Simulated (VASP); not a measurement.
# Al5Rh (F-43m) in VASP: a series of runs

The runs below take Al5Rh through single point, with PBE.

All numbers are computed with VASP 6.6.1; they aren't measurements. Logs are shortened: lines on timing, memory, paths and dates and some standing lists are left out, and cuts for length are marked.

## 1. The cell of the first run

The structure is cubic, space group F-43m (No. 216). Conventional cell: a = 7.038 Å, b = 7.038 Å, c = 7.038 Å, α = 90.00°, β = 90.00°, γ = 90.00°. Al (site symmetry 3m) has 9 Al at 2.48 to 2.92 Å and 3 Rh at 2.92 Å within 3.3 Å. Within 3.8 Å of Al (site symmetry -43m) lie 12 Al at 2.92 Å and 4 Rh at 3.05 Å. Rh (site symmetry -43m) has 16 Al at 2.92 to 3.05 Å within 3.8 Å.

The cell was built from a structure type or drawn by symmetry, and may not be a known phase.

## 2. Single point, PBE

Contents of INCAR:

```
SYSTEM = Al5Rh
ALGO = Normal ; EDIFF = 1E-6
ENCUT = 520 ; GGA = PE
ISIF = 2 ; ISMEAR = 0
LASPH = .True. ; LCHARG = .True.
LELF = .True. ; LREAL = .False.
LVHAR = .True. ; LWAVE = .False.
NBANDS = 24 ; NELM = 60
PREC = Accurate ; SIGMA = 0.1
```

Contents of KPOINTS:

```
k-points
0
Gamma
  4 4 4
  0 0 0
```

Contents of POSCAR:

```
Al5Rh
1.0
    0.0000000000      3.5189162800      3.5189162800
    3.5189162800      0.0000000000      3.5189162800
    3.5189162800      3.5189162800      0.0000000000
Al Rh
5 1
Direct
    0.3752183100      0.8743450600      0.3752183100
    0.3752183100      0.3752183100      0.3752183100
    0.7500000000      0.7500000000      0.7500000000
    0.8743450600      0.3752183100      0.3752183100
    0.3752183100      0.3752183100      0.8743450600
    0.0000000000      0.0000000000      0.0000000000
```

Potentials or basis: VASP PAW PBE potentials, release 64 (Al, Rh_pv).

Run with:

```
> cat potpaw_PBE.64/Al/POTCAR potpaw_PBE.64/Rh_pv/POTCAR > POTCAR
> mpirun -np 1 vasp_std > vasp.out
```

OUTCAR:

```text
SYSTEM = Al5Rh
   EDIFF = 1E-6
   ENCUT = 520
   GGA = PE
   ISIF = 2
   ISMEAR = 0
   LASPH = .True.
   LREAL = .False.
   NELM = 60
   PREC = Accurate

 ion  position               nearest neighbor table
   1  0.375  0.874  0.375-   2 2.48   4 2.48   5 2.48   5 2.49   2 2.49   4 2.49   3 2.92   3 2.92
                             3 2.92   6 2.92   6 2.92   6 2.92
   2  0.375  0.375  0.375-   1 2.48   4 2.48   5 2.48   5 2.49   1 2.49   4 2.49   3 2.92   3 2.92
                             3 2.92   6 2.92   6 2.92   6 2.92
   3  0.750  0.750  0.750-   1 2.92   5 2.92   4 2.92   5 2.92   1 2.92   4 2.92   2 2.92   2 2.92
                             2 2.92   1 2.92   4 2.92   5 2.92   6 3.05   6 3.05   6 3.05   6 3.05
   4  0.874  0.375  0.375-   1 2.48   2 2.48   5 2.48   2 2.49   5 2.49   1 2.49   3 2.92   3 2.92
                             3 2.92   6 2.92   6 2.92   6 2.92
   5  0.375  0.375  0.874-   1 2.48   2 2.48   4 2.48   2 2.49   1 2.49   4 2.49   3 2.92   3 2.92
                             3 2.92   6 2.92   6 2.92   6 2.92
   6  0.000  0.000  0.000-   1 2.92   4 2.92   5 2.92   2 2.92   2 2.92   2 2.92   1 2.92   4 2.92
                             5 2.92   1 2.92   4 2.92   5 2.92   3 3.05   3 3.05   3 3.05   3 3.05

  LATTYP: Found a face centered cubic cell.
 ALAT       =     7.0378325600

  Lattice vectors:

 A1 = (   0.0000000000,   3.5189162800,   3.5189162800)
 A2 = (   3.5189162800,   0.0000000000,   3.5189162800)
 A3 = (   3.5189162800,   3.5189162800,   0.0000000000)

Analysis of symmetry for initial positions (statically):
=====================================================================
 Subroutine PRICEL returns:
 Original cell was already a primitive cell.

 Routine SETGRP: Setting up the symmetry group for a
 face centered cubic supercell.

 Subroutine GETGRP returns: Found 24 space group operations
 (whereof 24 operations were pure point group operations)
 out of a pool of 48 trial point group operations.

The static configuration has the point symmetry T_d .

Analysis of symmetry for dynamics (positions and initial velocities):
=====================================================================
 Subroutine PRICEL returns:
 Original cell was already a primitive cell.

 Routine SETGRP: Setting up the symmetry group for a
 face centered cubic supercell.

 Subroutine GETGRP returns: Found 24 space group operations
 (whereof 24 operations were pure point group operations)
 out of a pool of 48 trial point group operations.

The dynamic configuration has the point symmetry T_d .

 Subroutine INISYM returns: Found 24 space group operations
 (whereof 24 operations are pure point group operations),
 and found     1 'primitive' translations

----------------------------------------------------------------------------------------

                                     Primitive cell

  volume of cell :      87.1479

  direct lattice vectors                    reciprocal lattice vectors
     0.000000000  3.518916280  3.518916280    -0.142089200  0.142089200  0.142089200
     3.518916280  0.000000000  3.518916280     0.142089200 -0.142089200  0.142089200
     3.518916280  3.518916280  0.000000000     0.142089200  0.142089200 -0.142089200

  length of vectors
     4.976499128  4.976499128  4.976499128     0.246105714  0.246105714  0.246105714

  position of ions in fractional coordinates (direct lattice)
     0.375218310  0.874345060  0.375218310
     0.375218310  0.375218310  0.375218310
     0.750000000  0.750000000  0.750000000
     0.874345060  0.375218310  0.375218310
     0.375218310  0.375218310  0.874345060
     0.000000000  0.000000000  0.000000000

  ion indices of the primitive-cell ions
   primitive index   ion index
                 1           1
                 2           2
                 3           3
                 4           4
                 5           5
                 6           6

----------------------------------------------------------------------------------------

 KPOINTS: k-points

Automatic generation of k-mesh.
 Grid dimensions read from file:
 generate k-points for:    4    4    4

 Generating k-lattice:

  Cartesian coordinates                     Fractional coordinates (reciprocal lattice)
    -0.035522300  0.035522300  0.035522300     0.250000000  0.000000000  0.000000000
     0.035522300 -0.035522300  0.035522300     0.000000000  0.250000000  0.000000000
     0.035522300  0.035522300 -0.035522300     0.000000000  0.000000000  0.250000000

  Length of vectors
     0.061526429  0.061526429  0.061526429

  Shift w.r.t. Gamma in fractional coordinates (k-lattice)
     0.000000000  0.000000000  0.000000000

 Subroutine IBZKPT returns following result:
 ===========================================

 Found      8 irreducible k-points:

 Following reciprocal coordinates:
            Coordinates               Weight
  0.000000  0.000000  0.000000      1.000000
  0.250000  0.000000  0.000000      8.000000
  0.500000  0.000000  0.000000      4.000000
  0.250000  0.250000  0.000000      6.000000
  0.500000  0.250000  0.000000     24.000000
 -0.250000  0.250000  0.000000     12.000000
  0.500000  0.500000  0.000000      3.000000
 -0.250000  0.500000  0.250000      6.000000
   k-points           NKPTS =      8   k-points in BZ     NKDIM =      8   number of bands    NBANDS=     24
   number of dos      NEDOS =    301   number of ions     NIONS =      6
   total plane-waves  NPLWV =  64000
   dimension x,y,z NGX =    40 NGY =   40 NGZ =   40
   dimension x,y,z NGXF=    80 NGYF=   80 NGZF=   80
   ions per type =               5   1
   NGX,Y,Z   is equivalent  to a cutoff of  13.36, 13.36, 13.36 a.u.
   NGXF,Y,Z  is equivalent  to a cutoff of  26.72, 26.72, 26.72 a.u.
 SYSTEM =  Al5Rh
   PREC   = accura    normal or accurate (medium, high low for compatibility)
   ISTART =      0    job   : 0-new  1-cont  2-samecut
   ICHARG =      2    charge: 1-file 2-atom 10-const
   ISPIN  =      1    spin polarized calculation?
   LNONCOLLINEAR =      F non collinear calculations
   LSORBIT =      F    spin-orbit coupling
   LASPH  =      T    aspherical Exc in radial PAW
   ENCUT  =  520.0 eV  38.22 Ry    6.18 a.u.   9.25  9.25  9.25*2*pi/ulx,y,z
   NELM   =     60;   NELMIN=  2; NELMDL= -5     # of ELM steps
   EDIFF  = 0.1E-05   stopping-criterion for ELM
   LREAL  =      F    real-space projection
   EDIFFG = 0.1E-04   stopping-criterion for IOM
   NSW    =      0    number of steps for IOM
   IBRION =     -1    ionic relax: 0-MD 1-quasi-New 2-CG
   NFREE  =      0    steps in history (QN), initial steepest desc. (CG)
   ISIF   =      2    stress and relaxation
   ISYM   =      2    0-nonsym 1-usesym 2-fastsym
   POTIM  = 0.5000    time-step for ionic-motion
   TEBEG  =    0.0;   TEEND  =   0.0 temperature during run
   PSTRESS=    0.0 pullay stress
   NELECT =      30.0000    total number of electrons
   NUPDOWN=      -1.0000    fix difference up-down
   EMIN   =  10.00;   EMAX   =-10.00  energy-range for DOS
   EFERMI =   0.00;   METHOD = LEGACY
   ISMEAR =     0;   SIGMA  =   0.10  broadening in eV -4-tet -1-fermi 0-gaus
   EFERMI_NEDOS =   21; number of points for ismear=-14 and -15
   IALGO  =     38    algorithm
   IMIX   =      4    mixing-type and parameters
     AMIX     =   0.40;   BMIX     =  1.00
     AMIX_MAG =   1.60;   BMIX_MAG =  1.00
  volume/ion in A,a.u.               =      14.52        98.02
  Fermi-wavevector in a.u.,A,eV,Ry     =   1.147351  2.168179 17.910906  1.316414
  Thomas-Fermi vector in A             =   2.284031
   LORBIT       =      0    0 simple, 1 ext, 2 COOP (PROOUT), +10 PAW based schemes
   GGA     = PE    functional components
   LHFCALC =     F    Hartree Fock is set to
   AEXX    =    0.0000 exact exchange contribution
   IVDW    =     0    specifies the selected vdW correction
   LEPSILON=     F    determine dielectric tensor
   LRPA    =     F    only Hartree local field effects (RPA)
 non-spin polarized calculation
 Gauss-broadening in eV      SIGMA  =   0.10
  energy-cutoff  :      520.00
  volume of cell :       87.15
 maximum number of plane-waves:      2397
 NGX is ok and might be reduce to    40
   NGX = 19   NGY = 19   NGZ = 19

 number of electron      29.9999997 magnetization

 Free energy of the ion-electron system (eV)
  ---------------------------------------------------
  ext. energy  EPLUGINS =         0.00000000
  ---------------------------------------------------
  free energy    TOTEN  =       -25.46173841 eV

  energy without entropy =      -25.42248580  energy(sigma->0) =      -25.44211210

 E-fermi :  10.0814     XC(G=0): -11.1414

 val. band max:       10.0715343739   @ k =   0.0000   0.0000   0.0000
 cond. band min:      10.0892657008   @ k =   0.5000   0.2500   0.0000
 fundamental gap:      0.0177313270
 Fermi energy:        10.0814065229

 k-point     1 :       0.0000    0.0000    0.0000
  band No.  band energies     occupation
      1     -36.6608      2.00000
      2     -36.6608      2.00000
      3     -36.6608      2.00000
      4      -2.0797      2.00000
      5       4.6435      2.00000
      6       5.0654      2.00000
[... 16 lines left out ...]
     23      13.3483      0.00000
     24      19.5101      0.00000

 k-point     2 :       0.2500    0.0000    0.0000
  band No.  band energies     occupation
      1     -36.6609      2.00000
      2     -36.6608      2.00000
      3     -36.6608      2.00000
      4      -1.5386      2.00000
      5       2.6356      2.00000
      6       4.6514      2.00000
[... 16 lines left out ...]
     23      15.8104      0.00000
     24      16.3142      0.00000

 k-point     3 :       0.5000    0.0000    0.0000
  band No.  band energies     occupation
      1     -36.6611      2.00000
      2     -36.6608      2.00000
      3     -36.6608      2.00000
      4      -0.3453      2.00000
      5       0.6198      2.00000
      6       4.4290      2.00000
[... 16 lines left out ...]
     23      15.9745      0.00000
     24      16.9278      0.00000

 k-point     4 :       0.2500    0.2500    0.0000
  band No.  band energies     occupation
      1     -36.6609      2.00000
      2     -36.6608      2.00000
      3     -36.6608      2.00000
      4      -1.3591      2.00000
      5       2.9675      2.00000
      6       3.8454      2.00000
[... 16 lines left out ...]
     23      16.0108      0.00000
     24      16.1853      0.00000

 k-point     5 :       0.5000    0.2500    0.0000
  band No.  band energies     occupation
      1     -36.6610      2.00000
      2     -36.6609      2.00000
      3     -36.6609      2.00000
      4      -0.2202      2.00000
      5       1.3187      2.00000
      6       2.6621      2.00000
[... 16 lines left out ...]
     23      15.5288      0.00000
     24      16.1668      0.00000

 k-point     6 :      -0.2500    0.2500    0.0000
  band No.  band energies     occupation
      1     -36.6610      2.00000
      2     -36.6609      2.00000
      3     -36.6608      2.00000
      4      -0.6866      2.00000
      5       1.9114      2.00000
      6       2.5027      2.00000
[... 16 lines left out ...]
     23      15.6720      0.00000
     24      16.8406      0.00000

 k-point     7 :       0.5000    0.5000    0.0000
  band No.  band energies     occupation
      1     -36.6611      2.00000
      2     -36.6609      2.00000
      3     -36.6609      2.00000
      4       0.5467      2.00000
      5       0.6760      2.00000
      6       3.0120      2.00000
[... 16 lines left out ...]
     23      14.6781      0.00000
     24      15.1312      0.00000

 k-point     8 :      -0.2500    0.5000    0.2500
  band No.  band energies     occupation
      1     -36.6610      2.00000
      2     -36.6610      2.00000
      3     -36.6609      2.00000
      4       0.7277      2.00000
      5       0.9065      2.00000
      6       2.0697      2.00000
[... 16 lines left out ...]
     23      14.8380      0.00000
     24      15.0183      0.00000

------------------------ aborting loop because EDIFF is reached ----------------------------------------

  FORCE on cell =-STRESS in cart. coord.  units (eV):
  Direction    XX          YY          ZZ          XY          YZ          ZX
  --------------------------------------------------------------------------------------
  -------------------------------------------------------------------------------------
  Total        5.7337793      5.7337793      5.7337793     -0.0000000      0.0000000      0.0000000
  in kB      105.4131421    105.4131421    105.4131421     -0.0000000      0.0000000      0.0000000
  external PRESSURE =     105.4131421 kB  Pullay stress =       0.0000000 kB

 VOLUME and BASIS-vectors are now :
 -----------------------------------------------------------------------------
  energy-cutoff  :      520.00
  volume of cell :       87.15
      direct lattice vectors                 reciprocal lattice vectors
     0.000000000  3.518916280  3.518916280    -0.142089200  0.142089200  0.142089200
     3.518916280  0.000000000  3.518916280     0.142089200 -0.142089200  0.142089200
     3.518916280  3.518916280  0.000000000     0.142089200  0.142089200 -0.142089200

 POSITION                                       TOTAL-FORCE (eV/Angst)
 -----------------------------------------------------------------------------------
      4.39711      2.64072      4.39711         0.059855     -0.059855      0.059855
      2.64072      2.64072      2.64072        -0.059855     -0.059855     -0.059855
      5.27837      5.27837      5.27837        -0.000000      0.000000      0.000000
      2.64072      4.39711      4.39711        -0.059855      0.059855      0.059855
      4.39711      4.39711      2.64072         0.059855      0.059855     -0.059855
      0.00000      0.00000      0.00000         0.000000      0.000000     -0.000000
 -----------------------------------------------------------------------------------
    total drift:                               -0.000004     -0.000004     -0.000004

  FREE ENERGIE OF THE ION-ELECTRON SYSTEM (eV)
  ---------------------------------------------------
  free  energy   TOTEN  =       -25.4617384085 eV

  energy  without entropy=      -25.4224857990  energy(sigma->0) =      -25.44211210
```

It took 51 s on 1 thread of Intel Xeon 8259CL, shared host; peak memory 0.24 GiB.

Results:

| Quantity | Value |
| --- | --- |
| Free energy | -25.4617 eV |
| Pressure | 10.5 GPa |
| Largest force | 0.104 eV/Å |
| Band gap on the k mesh | zero (bands 15 and 16 overlap by 2.49 eV) |

Forces on the atoms (eV/Å):
```
Al   0.060 -0.060  0.060
Al  -0.060 -0.060 -0.060
Al   0.000  0.000  0.000
Al  -0.060  0.060  0.060
Al   0.060  0.060 -0.060
Rh   0.000  0.000  0.000
```

Caveat: the k points lie up to 0.39 Å⁻¹ apart, too coarse for converged energies and pressures of a metal.

## 3. Single point, PBE

This run uses another cell than the first one, of 15.92 Å³/atom.

Contents of INCAR:

```
PREC = Accurate ; ENCUT = 520
EDIFF = 1E-7 ; ISMEAR = 0
SIGMA = 0.1 ; LREAL = F
LASPH = T ; NELM = 100
ALGO = Fast ; ISIF = 2
LWAVE = F ; LCHARG = F
GGA = PE ; NBANDS = 24
```

Contents of KPOINTS:

```
Automatic mesh
0
Gamma
  4 4 4
```

Contents of POSCAR:

```
Al5Rh
1.0
    0.0000000000      3.6284966882      3.6284966882
    3.6284966882      0.0000000000      3.6284966882
    3.6284966882      3.6284966882      0.0000000000
Al Rh
5 1
Direct
    0.3749554269      0.8751337192      0.3749554269
    0.3749554269      0.3749554269      0.3749554269
    0.7500000000      0.7500000000      0.7500000000
    0.8751337192      0.3749554269      0.3749554269
    0.3749554269      0.3749554269      0.8751337192
    0.0000000000      0.0000000000      0.0000000000
```

Potentials or basis: VASP PAW PBE potentials, release 64 (Al, Rh_pv).

Run with:

```
> cat potpaw_PBE.64/Al/POTCAR potpaw_PBE.64/Rh_pv/POTCAR > POTCAR
> mpirun -np 1 vasp_std > vasp.out
```

Wall time 58 s (1 thread of Intel Xeon 8259CL, shared host); peak memory 0.23 GiB.

The run converged. Its results:

| Property | Result |
| --- | --- |
| Free energy | -25.7254 eV |
| Pressure | 0.3 GPa |
| Largest force | 0.017 eV/Å |
| Band gap on the k mesh | zero (bands 15 and 16 overlap by 2.30 eV) |

Forces on the atoms (eV/Å):
```
Al   0.010 -0.010  0.010
Al  -0.010 -0.010 -0.010
Al   0.000  0.000  0.000
Al  -0.010  0.010  0.010
Al   0.010  0.010 -0.010
Rh   0.000  0.000  0.000
```

Levels at points of the mesh, in eV from the Fermi level:
| k point | band 12 | band 13 | band 14 | band 15 | band 16 | band 17 | band 18 | band 19 |
| --- | --- | --- | --- | --- | --- | --- | --- | --- |
| (0.00, 0.00, 0.00) | -2.72 | -2.72 | -2.72 | -0.02 | -0.02 | -0.02 | 0.51 | 0.51 |
| (0.50, 0.00, 0.00) | -2.69 | -2.69 | -0.68 | -0.68 | -0.62 | 0.91 | 2.19 | 2.19 |
| (0.50, 0.50, 0.00) | -2.64 | -2.21 | -1.34 | 1.54 | 1.71 | 1.81 | 1.81 | 3.00 |

Caveat: the k points lie up to 0.37 Å⁻¹ apart, too coarse for converged energies and pressures of a metal.
